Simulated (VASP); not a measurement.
Crystal: HfSi2B4.

```
Hf Si B
1.0
     4.41095    0.00000    0.00000
     0.00000    4.41095    0.00000
     0.00000    0.00000    4.55038
Hf Si B
1 2 4
Direct
  0.00000 0.00000 0.00000
  0.50000 0.00000 0.50000
  0.00000 0.50000 0.50000
  0.72794 0.27206 0.76361
  0.27206 0.27206 0.23639
  0.27206 0.72794 0.76361
  0.72794 0.72794 0.23639
```

The cell was built from a structure type or drawn by symmetry, and may not be a known phase.

```yaml
Program: VASP 6.6.1
Task: relaxation of cell and atoms
Functional: PBE
Potentials_or_basis: VASP PAW PBE potentials, release 64 (Hf_pv, Si, B)
Cutoff: 600 eV
k_mesh: 4 × 4 × 4
Occupations: gaussian, width 0.2 eV
Spin: no spin polarisation
```

At the start: pressure 25.3 GPa; volume 12.65 Å³/atom.

**Question.** How do energy, volume and symmetry change on relaxing?

**Answer.** Over 27 steps the energy falls by 952.4 meV/atom and the volume is 11.00 Å³/atom (-13.0 %); space group P-42m (No. 111, to 0.1 Å) before and after.

Step by step:
| step | energy change (eV) | largest force (eV/Å) | pressure (GPa) | volume (Å³) |
| --- | --- | --- | --- | --- |
| 1 | 0.0000 | 5.0378 | 25.30 | 88.53 |
| 2 | -2.1613 | 0.6756 | -17.17 | 116.55 |
| 3 | -2.7783 | 1.1618 | -8.20 | 106.12 |
| 4 | -2.7815 | 1.2315 | -7.44 | 105.47 |
| 5 | -3.4841 | 1.0981 | -4.23 | 98.71 |
| 6 | -4.2743 | 2.1216 | 7.05 | 85.82 |
| 7 | -2.6775 | 3.2977 | 71.27 | 62.33 |
| 8 | -4.4646 | 2.2120 | 9.28 | 83.15 |
| 9 | -4.4642 | 2.6351 | 29.80 | 72.44 |
| 10 | -4.5715 | 2.5690 | 18.46 | 77.46 |
| 11 | -4.8132 | 2.3995 | 17.95 | 76.82 |
| 12 | -5.4592 | 1.6461 | 17.52 | 74.82 |
| 13 | -5.1902 | 4.3913 | 29.13 | 70.52 |
| 14 | -5.7204 | 1.0954 | 18.15 | 73.67 |
| 15 | -5.7891 | 1.2404 | 20.44 | 72.48 |
| 16 | -6.1698 | 0.9995 | 12.85 | 74.43 |
| 17 | -6.5710 | 0.5625 | -1.49 | 79.20 |
| 18 | -6.5743 | 0.5301 | -2.58 | 79.65 |
| 19 | -6.6015 | 0.4168 | -2.27 | 79.22 |
| 20 | -6.6480 | 0.1952 | -1.12 | 77.95 |
| 21 | -6.6517 | 0.2118 | -0.61 | 77.47 |
| 22 | -6.6559 | 0.1804 | -0.08 | 77.21 |
| 23 | -6.6601 | 0.1367 | 1.28 | 76.56 |
| 24 | -6.6632 | 0.1083 | 0.92 | 76.68 |
| 25 | -6.6665 | 0.0912 | -0.11 | 77.03 |
| 26 | -6.6665 | 0.0856 | 0.02 | 76.98 |
| 27 | -6.6671 | 0.0465 | -0.06 | 77.00 |

Final structure:
```
CELL_PARAMETERS angstrom
4.89364 0.00000 0.00000
0.00000 4.89364 0.00000
0.00000 0.00000 3.21543
ATOMIC_POSITIONS crystal
Hf 0.00000 0.00000 0.00000
Si 0.50000 0.00000 0.50000
Si 0.00000 0.50000 0.50000
B 0.62997 0.37003 0.71819
B 0.37003 0.37003 0.28181
B 0.37003 0.62997 0.71819
B 0.62997 0.62997 0.28181
```

Caveat: a cell axis changed by over 15 % at a fixed basis, so the end point is rough; the relaxation stopped at a loose force limit of 0.08 eV/Å, so its end isn't a converged minimum.
